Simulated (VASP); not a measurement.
A run of VASP 6.6.1 is set up as follows.

INCAR

```
  PREC = Accurate
  ENCUT = 520
  EDIFF = 1E-7
  ISMEAR = -1
  SIGMA = 0.03
  LREAL = F
  LASPH = T
  NELM = 80
  ALGO = Normal
  ISIF = 2
  LWAVE = F
  LCHARG = F
  GGA = CA
  NBANDS = 19
```

The input KPOINTS:

```
regular mesh
0
Gamma
  13 13 7
```

POSCAR

```
Zr
1.0
    3.2319982225     -0.0323199822     -0.0323199822
   -1.6439890369      2.8151525567     -0.0118299345
   -0.0514700000     -0.0514700000      5.1470000000
Zr
2
Direct
    0.3333333333      0.6666666667      0.2500000000
    0.6666666667      0.3333333333      0.7500000000
```

Potentials or basis: VASP PAW LDA potentials, release 64 (Zr_sv).

Run with:

```bash
$ cat potpaw_LDA.64/Zr_sv/POTCAR > POTCAR
$ mpirun -np 1 vasp_std > vasp.out
```

(1) Predict the pressure.

(2) What does it give for the band gap on the k mesh?

(3) What does it give for the largest force?

Answers

(1) -6.0 GPa.

(2) zero (bands 12 and 13 overlap by 1.21 eV).

(3) 0.037 eV/Å.

Caveat: the cell differs from its parent crystal (equal xy, yz and zx shear strains of -2 %); the cell stands under tension.
